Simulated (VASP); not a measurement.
# NbPdSe3 (Pm-3m) in VASP: a series of runs

The runs below take NbPdSe3 through single point, relaxation of cell and atoms, with PBE.

Everything below comes from runs of VASP 6.6.1. Logs are shortened: lines on timing, memory, paths and dates and some standing lists are left out, and cuts for length are marked.

## 1. The cell of the first run

It takes space group Pm-3m (No. 221, cubic). Conventional cell: a = 4.694 Å, b = 4.694 Å, c = 4.694 Å, α = 90.00°, β = 90.00°, γ = 90.00°. Nb (site symmetry m-3m) has 12 Se at 3.32 Å and 8 Pd at 4.07 Å within 4.4 Å. Within 3.1 Å of Pd (site symmetry m-3m) lie 6 Se at 2.35 Å. Within 3.1 Å of Se (site symmetry 4/mmm) lie 2 Pd at 2.35 Å.

The cell was generated, and may not be a known phase.

## 2. Single point, PBE

Contents of INCAR:

```
PREC     = Accurate       # precision mode
ENCUT    = 520            # plane-wave cutoff, eV
EDIFF    = 1E-7           # SCF threshold, eV
ISMEAR   = 0              # smearing method
SIGMA    = 0.1            # smearing width, eV
LREAL    = F              # projectors in reciprocal space
LASPH    = T              # aspherical terms in the spheres
NELM     = 80             # most SCF steps
ALGO     = Normal         # electronic algorithm
ISIF     = 2              # what is computed and relaxed
LWAVE    = F              # write WAVECAR
LCHARG   = F              # write CHGCAR
GGA      = PE             # functional
NBANDS   = 28             # bands
```

Contents of KPOINTS:

```
Automatic mesh
0
Gamma
  4 4 4
```

Contents of POSCAR:

```
NbPdSe3
1.0
    4.6942256800      0.0000000000      0.0000000000
    0.0000000000      4.6942256800      0.0000000000
    0.0000000000      0.0000000000      4.6942256800
Nb Pd Se
1 1 3
Direct
    0.0000000000      0.0000000000      0.0000000000
    0.5000000000      0.5000000000      0.5000000000
    0.0000000000      0.5000000000      0.5000000000
    0.5000000000      0.0000000000      0.5000000000
    0.5000000000      0.5000000000      0.0000000000
```

Potentials or basis: VASP PAW PBE potentials, release 64 (Nb_sv, Pd, Se).

The run is started by

```bash
> cat potpaw_PBE.64/Nb_sv/POTCAR potpaw_PBE.64/Pd/POTCAR potpaw_PBE.64/Se/POTCAR > POTCAR
> mpirun -np 1 vasp_std > vasp.out
```

OUTCAR:

```text
PREC = Accurate
   ENCUT = 520
   EDIFF = 1E-7
   ISMEAR = 0
   LREAL = F
   LASPH = T
   NELM = 80
   ISIF = 2
   GGA = PE

 ion  position               nearest neighbor table
   1  0.000  0.000  0.000-
   2  0.500  0.500  0.500-   3 2.35   4 2.35   5 2.35   5 2.35   4 2.35   3 2.35
   3  0.000  0.500  0.500-   2 2.35   2 2.35
   4  0.500  0.000  0.500-   2 2.35   2 2.35
   5  0.500  0.500  0.000-   2 2.35   2 2.35

  LATTYP: Found a simple cubic cell.
 ALAT       =     4.6942256800

  Lattice vectors:

 A1 = (   4.6942256800,   0.0000000000,   0.0000000000)
 A2 = (   0.0000000000,   4.6942256800,   0.0000000000)
 A3 = (   0.0000000000,   0.0000000000,   4.6942256800)

Analysis of symmetry for initial positions (statically):
=====================================================================
 Subroutine PRICEL returns:
 Original cell was already a primitive cell.

 Routine SETGRP: Setting up the symmetry group for a
 simple cubic supercell.

 Subroutine GETGRP returns: Found 48 space group operations
 (whereof 48 operations were pure point group operations)
 out of a pool of 48 trial point group operations.

The static configuration has the point symmetry O_h .

Analysis of symmetry for dynamics (positions and initial velocities):
=====================================================================
 Subroutine PRICEL returns:
 Original cell was already a primitive cell.

 Routine SETGRP: Setting up the symmetry group for a
 simple cubic supercell.

 Subroutine GETGRP returns: Found 48 space group operations
 (whereof 48 operations were pure point group operations)
 out of a pool of 48 trial point group operations.

The dynamic configuration has the point symmetry O_h .

 Subroutine INISYM returns: Found 48 space group operations
 (whereof 48 operations are pure point group operations),
 and found     1 'primitive' translations

----------------------------------------------------------------------------------------

                                     Primitive cell

  volume of cell :     103.4408

  direct lattice vectors                    reciprocal lattice vectors
     4.694225680  0.000000000  0.000000000     0.213027679  0.000000000  0.000000000
     0.000000000  4.694225680  0.000000000     0.000000000  0.213027679  0.000000000
     0.000000000  0.000000000  4.694225680     0.000000000  0.000000000  0.213027679

  length of vectors
     4.694225680  4.694225680  4.694225680     0.213027679  0.213027679  0.213027679

  position of ions in fractional coordinates (direct lattice)
     0.000000000  0.000000000  0.000000000
     0.500000000  0.500000000  0.500000000
     0.000000000  0.500000000  0.500000000
     0.500000000  0.000000000  0.500000000
     0.500000000  0.500000000  0.000000000

  ion indices of the primitive-cell ions
   primitive index   ion index
                 1           1
                 2           2
                 3           3
                 4           4
                 5           5

----------------------------------------------------------------------------------------

 KPOINTS: Automatic mesh

Automatic generation of k-mesh.
 Grid dimensions read from file:
 generate k-points for:    4    4    4

 Generating k-lattice:

  Cartesian coordinates                     Fractional coordinates (reciprocal lattice)
     0.053256920  0.000000000  0.000000000     0.250000000  0.000000000  0.000000000
     0.000000000  0.053256920  0.000000000     0.000000000  0.250000000  0.000000000
     0.000000000  0.000000000  0.053256920     0.000000000  0.000000000  0.250000000

  Length of vectors
     0.053256920  0.053256920  0.053256920

  Shift w.r.t. Gamma in fractional coordinates (k-lattice)
     0.000000000  0.000000000  0.000000000

 Subroutine IBZKPT returns following result:
 ===========================================

 Found     10 irreducible k-points:

 Following reciprocal coordinates:
            Coordinates               Weight
  0.000000  0.000000  0.000000      1.000000
  0.250000  0.000000  0.000000      6.000000
  0.500000  0.000000  0.000000      3.000000
  0.250000  0.250000  0.000000     12.000000
  0.500000  0.250000  0.000000     12.000000
  0.500000  0.500000  0.000000      3.000000
  0.250000  0.250000  0.250000      8.000000
  0.500000  0.250000  0.250000     12.000000
  0.500000  0.500000  0.250000      6.000000
  0.500000  0.500000  0.500000      1.000000
   k-points           NKPTS =     10   k-points in BZ     NKDIM =     10   number of bands    NBANDS=     28
   number of dos      NEDOS =    301   number of ions     NIONS =      5
   total plane-waves  NPLWV =  46656
   dimension x,y,z NGX =    36 NGY =   36 NGZ =   36
   dimension x,y,z NGXF=    72 NGYF=   72 NGZF=   72
   ions per type =               1   1   3
   NGX,Y,Z   is equivalent  to a cutoff of  12.75, 12.75, 12.75 a.u.
   NGXF,Y,Z  is equivalent  to a cutoff of  25.50, 25.50, 25.50 a.u.
 SYSTEM =  unknown system
   PREC   = accura    normal or accurate (medium, high low for compatibility)
   ISTART =      0    job   : 0-new  1-cont  2-samecut
   ICHARG =      2    charge: 1-file 2-atom 10-const
   ISPIN  =      1    spin polarized calculation?
   LNONCOLLINEAR =      F non collinear calculations
   LSORBIT =      F    spin-orbit coupling
   LASPH  =      T    aspherical Exc in radial PAW
   ENCUT  =  520.0 eV  38.22 Ry    6.18 a.u.   8.73  8.73  8.73*2*pi/ulx,y,z
   NELM   =     80;   NELMIN=  2; NELMDL= -5     # of ELM steps
   EDIFF  = 0.1E-06   stopping-criterion for ELM
   LREAL  =      F    real-space projection
   EDIFFG = 0.1E-05   stopping-criterion for IOM
   NSW    =      0    number of steps for IOM
   IBRION =     -1    ionic relax: 0-MD 1-quasi-New 2-CG
   NFREE  =      0    steps in history (QN), initial steepest desc. (CG)
   ISIF   =      2    stress and relaxation
   ISYM   =      2    0-nonsym 1-usesym 2-fastsym
   POTIM  = 0.5000    time-step for ionic-motion
   TEBEG  =    0.0;   TEEND  =   0.0 temperature during run
   PSTRESS=    0.0 pullay stress
   NELECT =      41.0000    total number of electrons
   NUPDOWN=      -1.0000    fix difference up-down
   EMIN   =  10.00;   EMAX   =-10.00  energy-range for DOS
   EFERMI =   0.00;   METHOD = LEGACY
   ISMEAR =     0;   SIGMA  =   0.10  broadening in eV -4-tet -1-fermi 0-gaus
   EFERMI_NEDOS =   21; number of points for ismear=-14 and -15
   IALGO  =     38    algorithm
   IMIX   =      4    mixing-type and parameters
     AMIX     =   0.40;   BMIX     =  1.00
     AMIX_MAG =   1.60;   BMIX_MAG =  1.00
  volume/ion in A,a.u.               =      20.69       139.61
  Fermi-wavevector in a.u.,A,eV,Ry     =   1.202556  2.272502 19.675958  1.446142
  Thomas-Fermi vector in A             =   2.338335
   LORBIT       =      0    0 simple, 1 ext, 2 COOP (PROOUT), +10 PAW based schemes
   GGA     = PE    functional components
   LHFCALC =     F    Hartree Fock is set to
   AEXX    =    0.0000 exact exchange contribution
   IVDW    =     0    specifies the selected vdW correction
   LEPSILON=     F    determine dielectric tensor
   LRPA    =     F    only Hartree local field effects (RPA)
 non-spin polarized calculation
 Gauss-broadening in eV      SIGMA  =   0.10
  energy-cutoff  :      520.00
  volume of cell :      103.44
 maximum number of plane-waves:      2809
 NGX is ok and might be reduce to    36
   NGX = 17   NGY = 17   NGZ = 17

 number of electron      41.0000012 magnetization

 Free energy of the ion-electron system (eV)
  ---------------------------------------------------
  ext. energy  EPLUGINS =         0.00000000
  ---------------------------------------------------
  free energy    TOTEN  =       -22.68091350 eV

  energy without entropy =      -22.64104044  energy(sigma->0) =      -22.66097697

 E-fermi :   6.9010     XC(G=0): -10.7328

 val. band max:        6.8606156818   @ k =   0.5000   0.5000   0.5000
 cond. band min:       6.9151929981   @ k =   0.5000   0.5000   0.5000
 fundamental gap:      0.0545773164
 Fermi energy:         6.9009806620

 k-point     1 :       0.0000    0.0000    0.0000
  band No.  band energies     occupation
      1     -49.3008      2.00000
      2     -25.2833      2.00000
      3     -25.2833      2.00000
      4     -25.2833      2.00000
      5      -8.3164      2.00000
      6      -6.2978      2.00000
[... 20 lines left out ...]
     27       6.8299      1.68519
     28      11.6908      0.00000

 k-point     2 :       0.2500    0.0000    0.0000
  band No.  band energies     occupation
      1     -49.3007      2.00000
      2     -25.2853      2.00000
      3     -25.2831      2.00000
      4     -25.2831      2.00000
      5      -8.0534      2.00000
      6      -6.4121      2.00000
[... 20 lines left out ...]
     27       8.1164      0.00000
     28      12.7760      0.00000

 k-point     3 :       0.5000    0.0000    0.0000
  band No.  band energies     occupation
      1     -49.3007      2.00000
      2     -25.2872      2.00000
      3     -25.2829      2.00000
      4     -25.2829      2.00000
      5      -7.6854      2.00000
      6      -6.6364      2.00000
[... 20 lines left out ...]
     27      10.5534      0.00000
     28      10.8772      0.00000

 k-point     4 :       0.2500    0.2500    0.0000
  band No.  band energies     occupation
      1     -49.3007      2.00000
      2     -25.2851      2.00000
      3     -25.2850      2.00000
      4     -25.2829      2.00000
      5      -7.7919      2.00000
      6      -6.4035      2.00000
[... 144 lines left out ...]
     27       9.4437      0.00000
     28      13.0329      0.00000

 k-point     9 :       0.5000    0.5000    0.2500
  band No.  band energies     occupation
      1     -49.3006      2.00000
      2     -25.2865      2.00000
      3     -25.2865      2.00000
      4     -25.2844      2.00000
      5      -6.7705      2.00000
      6      -6.4697      2.00000
[... 20 lines left out ...]
     27      11.1510      0.00000
     28      13.8280      0.00000

 k-point    10 :       0.5000    0.5000    0.5000
  band No.  band energies     occupation
      1     -49.3006      2.00000
      2     -25.2862      2.00000
      3     -25.2862      2.00000
      4     -25.2862      2.00000
      5      -6.4418      2.00000
      6      -6.4418      2.00000
[... 20 lines left out ...]
     27      11.2099      0.00000
     28      13.4934      0.00000

------------------------ aborting loop because EDIFF is reached ----------------------------------------

  FORCE on cell =-STRESS in cart. coord.  units (eV):
  Direction    XX          YY          ZZ          XY          YZ          ZX
  --------------------------------------------------------------------------------------
  -------------------------------------------------------------------------------------
  Total        5.4065706      5.4065706      5.4065706      0.0000000      0.0000000     -0.0000000
  in kB       83.7414665     83.7414665     83.7414665      0.0000000      0.0000000     -0.0000000
  external PRESSURE =      83.7414665 kB  Pullay stress =       0.0000000 kB

 VOLUME and BASIS-vectors are now :
 -----------------------------------------------------------------------------
  energy-cutoff  :      520.00
  volume of cell :      103.44
      direct lattice vectors                 reciprocal lattice vectors
     4.694225680  0.000000000  0.000000000     0.213027679  0.000000000  0.000000000
     0.000000000  4.694225680  0.000000000     0.000000000  0.213027679  0.000000000
     0.000000000  0.000000000  4.694225680     0.000000000  0.000000000  0.213027679

 POSITION                                       TOTAL-FORCE (eV/Angst)
 -----------------------------------------------------------------------------------
      0.00000      0.00000      0.00000         0.000000      0.000000      0.000000
      2.34711      2.34711      2.34711         0.000000      0.000000      0.000000
      0.00000      2.34711      2.34711         0.000000      0.000000      0.000000
      2.34711      0.00000      2.34711         0.000000      0.000000      0.000000
      2.34711      2.34711      0.00000         0.000000      0.000000      0.000000
 -----------------------------------------------------------------------------------
    total drift:                                0.000000      0.000000      0.000000

  FREE ENERGIE OF THE ION-ELECTRON SYSTEM (eV)
  ---------------------------------------------------
  free  energy   TOTEN  =       -22.6809134973 eV

  energy  without entropy=      -22.6410404441  energy(sigma->0) =      -22.66097697
```

It took 38 s on 1 thread of Intel Xeon 8259CL, shared host; peak memory 0.22 GiB.

What came out:

- Free energy: -22.6809 eV
- Pressure: 8.4 GPa
- Band gap on the k mesh: zero (an odd number of electrons rules out a gap without spin polarisation)

Caveat: the cell stands under pressure.

(Continued in part 2 of 2.)

The gap in the log of VASP goes by the Fermi energy; the results here count the filled bands.